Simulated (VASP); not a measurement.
Here is a VASP 6.6.1 calculation.

INCAR

```
SYSTEM = SiO2
  PREC = Accurate
  ENCUT = 520
  EDIFF = 1E-6
  ISMEAR = 0
  SIGMA = 0.05
  LREAL = .False.
  LASPH = .True.
  NELM = 80
  ALGO = Normal
  ISIF = 2
  LWAVE = .False.
  LCHARG = .False.
  NBANDS = 25
```

File KPOINTS:

```
Automatic mesh
0
Gamma
  6 6 8
  0 0 0
```

The input POSCAR:

```
SiO2
1.0
    4.1551517022      0.0000000000      0.0000000000
    0.0000000000      4.1551517022      0.0000000000
    0.0000000000      0.0000000000      2.3420000000
Si O
2 4
Direct
    0.5000000000      0.5000000000      0.5000000000
    0.0000000000      0.0000000000      0.0000000000
    0.6944252994      0.6944252994      0.0000000000
    0.1944252994      0.8055747006      0.5000000000
    0.3055747006      0.3055747006      0.0000000000
    0.8055747006      0.1944252994      0.5000000000
```

Potentials or basis: VASP PAW LDA potentials, release 64 (Si, O).

Run with:

```bash
$ cat potpaw_LDA.64/Si/POTCAR potpaw_LDA.64/O/POTCAR > POTCAR
$ mpirun -np 1 vasp_std > vasp.out
```

Question: Predict the band gap on the k mesh.

Answer: 8.20 eV, direct.

Question: Estimate the largest force.

Answer: 1.025 eV/Å.

Question: Estimate the pressure.

Answer: 70.2 GPa.

Stress tensor (GPa, compression positive):
```
 34.03   0.00   0.00
  0.00  34.03   0.00
  0.00   0.00 142.64
```

Caveat: forces of over 1 eV/Å act on the atoms, so gaps and moduli don't describe the material at rest. A k mesh can miss the band edges.
